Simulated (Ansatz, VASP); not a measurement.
# Os: VASP beside Ansatz

The input INCAR:

```
SYSTEM = Os
  PREC = Accurate
  ENCUT = 520
  EDIFF = 1E-6
  ISMEAR = 0
  SIGMA = 0.15
  LREAL = .FALSE.
  LASPH = .TRUE.
  NELM = 60
  ALGO = Normal
  ISIF = 2
  LWAVE = .FALSE.
  LCHARG = .FALSE.
  GGA = PS
  NBANDS = 10
```

Contents of KPOINTS:

```
Automatic mesh
0
G
  20 20 20
  0 0 0
```

POSCAR

```
Os
1.0
    0.0000000000      1.9158250000      1.9158250000
    1.9158250000      0.0000000000      1.9158250000
    1.9158250000      1.9158250000      0.0000000000
Os
1
Direct
    0.0000000000      0.0000000000      0.0000000000
```

Input for Ansatz:

```yaml
crystal:
  lattice:
    - [0.0, 1.915825, 1.915825]
    - [1.915825, 0.0, 1.915825]
    - [1.915825, 1.915825, 0.0]
  atoms:
    - { symbol: Os, position: [0.0, 0.0, 0.0] }
basis:
  ecutwfc: 420
kpoints:
  mp_grid: { grid: [20, 20, 20] }
hamiltonian:
  xc: pbesol
scf:
  occupations: { method: gaussian, width: 0.15 }
output:
  forces: true
  stress: true
  eigenvalues: true
```

Change from the starting cell: strain -0.015 along x and y, -0.015 along z, atoms carried along.

Alike in both runs: task single point; functional PBEsol; k mesh 20 × 20 × 20; occupations gaussian, width 0.15 eV; no spin polarisation.

|  | VASP | Ansatz |
| --- | --- | --- |
| version | VASP 6.6.1 | Ansatz 0.2.0 |
| potentials or method | VASP PAW PBE potentials, release 64 (Os), cutoff 520 eV | scalar-relativistic, plane waves, PAW |
| valence electrons in the cell | 8 | 16 |

```tsv
	VASP	Ansatz	Ansatz less VASP
gap on the k mesh at the Fermi level (eV)	none	none	-
pressure (GPa)	-3.1	-3.5	-0.43
```

VASP's potentials were made for PBE, not for PBEsol. A gap of «none» marks a metal or a gap that the smearing closes. VASP's potentials hold 8 valence electrons a cell and Ansatz's 16, so a difference there can come from the potentials and not from the codes.

Spin-orbit coupling is off throughout.
